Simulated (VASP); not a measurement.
TiSi2, 6 atoms in the cell. Symmetry: Cmcm, No. 63, orthorhombic system. Conventional cell: a = 3.404 Å, b = 13.547 Å, c = 3.435 Å, α = 90.00°, β = 90.00°, γ = 90.00°. Within 3.3 Å of Ti (site symmetry m2m) lie 10 Si at 2.49 to 2.78 Å and 2 Ti at 3.28 Å. Within 3.1 Å of Si (site symmetry m2m) lie 4 Si at 2.35 to 3.09 Å and 6 Ti at 2.49 to 2.78 Å. Si (site symmetry m2m) has 8 Si at 2.42 to 3.11 Å and 4 Ti at 2.62 to 2.63 Å within 3.2 Å. 

```yaml
Program: VASP 6.6.1
Task: single point
Functional: PBE
Potentials_or_basis: VASP PAW PBE potentials, release 64 (Ti_sv, Si)
Cutoff: 520 eV
k_mesh: 12 × 12 × 12
Occupations: gaussian, width 0.15 eV
Spin: no spin polarisation
Dipole_correction: no
Further_INCAR_settings: ALGO = Normal; EDIFF = 1e-06; NBANDS = 29
```

Potentials or basis: VASP PAW PBE potentials, release 64 (Ti_sv, Si).

Run with:

```sh
$ cat potpaw_PBE.64/Ti_sv/POTCAR potpaw_PBE.64/Si/POTCAR > POTCAR
$ mpirun -np 1 vasp_std > vasp.out
```

Hardware: 1 thread of Intel(R) Xeon(R) 6975P-C (Granite Rapids), on a shared host.

Estimate the wall time of this run.

Run time: 9.7 min on 1 thread of Intel(R) Xeon(R) 6975P-C (Granite Rapids) (shared host), peak memory 0.67 GiB. Counts: scf iterations 14, k points 301.
